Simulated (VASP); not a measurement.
Here is a VASP 6.6.1 calculation.

Contents of POSCAR:

```
W
1.0
   -1.5823450000      1.5823450000      1.5823450000
    1.5823450000     -1.5823450000      1.5823450000
    1.5823450000      1.5823450000     -1.5823450000
W
1
Direct
    0.0000000000      0.0000000000      0.0000000000
```

File INCAR.step1:

```
PREC = Accurate
ENCUT = 520
ISMEAR = 1
SIGMA = 0.05
LREAL = False
LASPH = True
NELM = 80
NBANDS = 13
GGA = PE
ALGO = Normal
EDIFF = 1E-4
LWAVE = True
LCHARG = False
```

File INCAR.step2:

```
PREC = Accurate
ENCUT = 520
EDIFF = 1E-6
ISMEAR = 1
SIGMA = 0.05
LREAL = False
LASPH = True
NELM = 80
ALGO = Normal
ISIF = 2
LWAVE = False
LCHARG = True
METAGGA = R2SCAN
LMIXTAU = True
LELF = True
LVHAR = True
NBANDS = 13
ISTART = 1
```

The input KPOINTS:

```
Automatic mesh
0
Gamma
  13 13 13
```

Potentials or basis: VASP PAW PBE potentials, release 64 (W_sv).

Launch:

```console
$ cat potpaw_PBE.64/W_sv/POTCAR > POTCAR
$ cp INCAR.step1 INCAR
$ mpirun -np 1 vasp_std > vasp.out
$ cp INCAR.step2 INCAR
$ mpirun -np 1 vasp_std > vasp.out
```

Task: Estimate the pressure.

Result: 2.2 GPa.

Task: Estimate the band gap on the k mesh.

Result: Zero (band 7 reaches 15.95 eV, above the bottom of band 8 at 10.01 eV).

Caveat: the PAW data sets were made with another functional, which shifts forces and pressure a little; spin-orbit coupling is left out, which moves the levels of the heavy elements.
